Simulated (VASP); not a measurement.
Mg2Cl3:

```
Mg Cl
1.0
     4.54610    2.62469    2.64198
    -4.54610    2.62469    2.64198
     0.00000   -5.24938    2.64198
Mg Cl
4 6
Cartesian
  0.0000 2.6247 2.6420
  -2.2730 -1.3123 2.6420
  2.2730 -1.3123 2.6420
  0.0000 0.0000 0.0000
  -1.8608 1.0743 2.8831
  0.0000 -2.1487 2.8831
  1.8608 1.0743 2.8831
  1.8608 -1.0743 5.0429
  -1.8608 -1.0743 5.0429
  0.0000 2.1487 5.0429
```

The cell was generated, and may not be a known phase.

- Program: VASP 6.6.1
- Task: relaxation of cell and atoms
- Functional: PBE
- Potentials or basis: VASP PAW PBE potentials, release 64 (Mg, Cl)
- Cutoff: 600 eV
- k mesh: 3 × 3 × 3
- Occupations: gaussian, width 0.1 eV
- Spin: no spin polarisation

At the start: pressure 11.4 GPa; volume 18.91 Å³/atom.

Task: Where does the relaxation end?

Result: Over 8 steps the energy falls by 125.6 meV/atom and the volume is 22.85 Å³/atom (+20.8 %); space group R-3m (No. 166, to 0.1 Å) before and after.

Step by step:
| step | energy change (eV) | largest force (eV/Å) | pressure (GPa) | volume (Å³) |
| --- | --- | --- | --- | --- |
| 1 | 0.0000 | 0.6992 | 11.43 | 189.15 |
| 2 | -1.2229 | 0.2064 | -0.11 | 228.54 |
| 3 | -1.2235 | 0.1975 | 0.08 | 227.49 |
| 4 | -1.2342 | 0.1550 | 0.04 | 227.97 |
| 5 | -1.2494 | 0.0660 | -0.04 | 229.40 |
| 6 | -1.2495 | 0.0670 | -0.05 | 229.55 |
| 7 | -1.2523 | 0.0555 | -0.02 | 229.29 |
| 8 | -1.2565 | 0.0218 | 0.08 | 228.52 |

Final structure:
```cif
data_structure
_symmetry_space_group_name_H-M 'P 1'
_symmetry_Int_Tables_number 1
_cell_length_a 6.2604
_cell_length_b 6.2604
_cell_length_c 6.2604
_cell_angle_alpha 101.396
_cell_angle_beta 101.396
_cell_angle_gamma 101.396
_cell_volume 228.52
loop_
_atom_site_label
_atom_site_type_symbol
_atom_site_fract_x
_atom_site_fract_y
_atom_site_fract_z
_atom_site_occupancy
Mg1 Mg 0.50000 0.50000 0.00000 1
Mg2 Mg 0.00000 0.50000 0.50000 1
Mg3 Mg 0.50000 0.00000 0.50000 1
Mg4 Mg 0.00000 0.00000 0.00000 1
Cl1 Cl 0.22656 0.62591 0.22656 1
Cl2 Cl 0.22656 0.22656 0.62591 1
Cl3 Cl 0.62591 0.22656 0.22656 1
Cl4 Cl 0.77344 0.37409 0.77344 1
Cl5 Cl 0.37409 0.77344 0.77344 1
Cl6 Cl 0.77344 0.77344 0.37409 1
```

Caveat: the volume moved by over 15 % at a fixed basis, so the end points are rough.
